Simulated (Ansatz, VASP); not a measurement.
**In in VASP and in Ansatz**

```
In
1.0
     3.35757    0.00000    0.00000
    -1.67879    2.90775    0.00000
     0.00000    0.00000    5.54563
In
2
Direct
  0.66667 0.33333 0.75000
  0.33333 0.66667 0.25000
```

Change from the starting cell: volume scaled by 1.02.

Alike in both runs: task single point; functional LDA; k mesh 9 × 9 × 5; occupations fermi-dirac, width 0.05 eV; no spin polarisation.

```csv
,VASP,Ansatz
version,VASP 6.6.1,Ansatz 0.2.0
potentials or method,"VASP PAW LDA potentials, release 64 (In_d), cutoff 520 eV","all-electron LAPW, scalar-relativistic"
```

|  | VASP | Ansatz | Ansatz less VASP |
| --- | --- | --- | --- |
| gap on the k mesh at the Fermi level (eV) | none | none | - |
| pressure (GPa) | -3.5 | -3.4 | +0.10 |
| traceless stress, the component that is largest in VASP (GPa) | 0.25 | 0.32 | +0.069 |

LDA's correlation is that of Perdew and Zunger in VASP and of Perdew and Wang (1992) in Ansatz. A gap of «none» marks a metal or a gap that the smearing closes. Ansatz ran all-electron here, and VASP with PAW potentials.
